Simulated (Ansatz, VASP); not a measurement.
## Sn: VASP beside Ansatz

Contents of INCAR:

```
ALGO     = Normal         # electronic algorithm
EDIFF    = 1E-6           # SCF threshold, eV
ENCUT    = 520            # plane-wave cutoff, eV
GGA      = RP             # functional
ISIF     = 2              # what is computed and relaxed
ISMEAR   = -1             # smearing method
LASPH    = T              # aspherical terms in the spheres
LCHARG   = F              # write CHGCAR
LREAL    = F              # projectors in reciprocal space
LWAVE    = F              # write WAVECAR
NBANDS   = 13             # bands
NELM     = 100            # most SCF steps
PREC     = Accurate       # precision mode
SIGMA    = 0.05           # smearing width, eV
```

Contents of KPOINTS:

```
k-points
0
Gamma
  11 11 11
```

Contents of POSCAR:

```
Sn
1.0
   -1.7265390000      1.7755470000      2.3383420000
    1.7265390000     -1.7755470000      2.3383420000
    1.7265390000      1.7755470000     -2.3383420000
Sn
1
Direct
    0.0000000000      0.0000000000      0.0000000000
```

Contents of input.yaml:

```yaml
crystal:
  lattice:
    - [-1.726539, 1.775547, 2.338342]
    - [1.726539, -1.775547, 2.338342]
    - [1.726539, 1.775547, -2.338342]
  atoms:
    - { symbol: Sn, position: [0.0, 0.0, 0.0] }
hamiltonian:
  xc: rpbe
  pseudopotentials: { kind: paw }
kpoints:
  mp_grid: { grid: [11, 11, 11] }
  band_path:
    path:
      - [[0.0, 0.0, 0.0], [-0.3862939988, 0.3862939988, 0.3862939988], [-0.2804352521, 0.2804352521, 0.4921527456], [0.0, 0.0, 0.5], [0.25, 0.25, 0.25], [0.0, 0.5, 0.0], [0.3862939988, 0.6137060012, -0.3862939988], [0.5, 0.5, -0.5], [0.0, 0.0, 0.0], [0.3941412533, -0.3941412533, 0.3941412533], [0.5, 0.0, 0.0], [0.25, 0.25, 0.25]]
      - [[0.2804352521, -0.2804352521, 0.5078472544], [0.3941412533, -0.3941412533, 0.3941412533]]
      - [[0.6058587467, 0.3941412533, -0.3941412533], [0.5, 0.5, -0.5]]
    npoints: 14
scf:
  occupations: { method: fermi_dirac, width: 0.05 }
  n_extra_bands: 6
output:
  forces: true
  stress: true
  eigenvalues: true
  fatbands: false
```

Alike in both runs: functional RPBE; k mesh 11 × 11 × 11; occupations fermi-dirac, width 0.05 eV; no spin polarisation.

```csv
,VASP,Ansatz
version,VASP 6.6.1,Ansatz 0.2.0
potentials or method,"VASP PAW PBE potentials, release 64 (Sn_d)",Ansatz PAW
plane-wave cutoff (eV),520,420
valence electrons in the cell,14,14
task,single point,band structure
```

|  | VASP | Ansatz | Ansatz less VASP |
| --- | --- | --- | --- |
| gap on the k mesh at the Fermi level (eV) | none | none | - |
| pressure (GPa) | 0.3 | 0.3 | 0.00 |
| traceless stress, the component that is largest in VASP (GPa) | -1.04 | -1.04 | -0.004 |

VASP's potentials were made for PBE, not for RPBE. A gap of «none» marks a metal or a gap that the smearing closes.
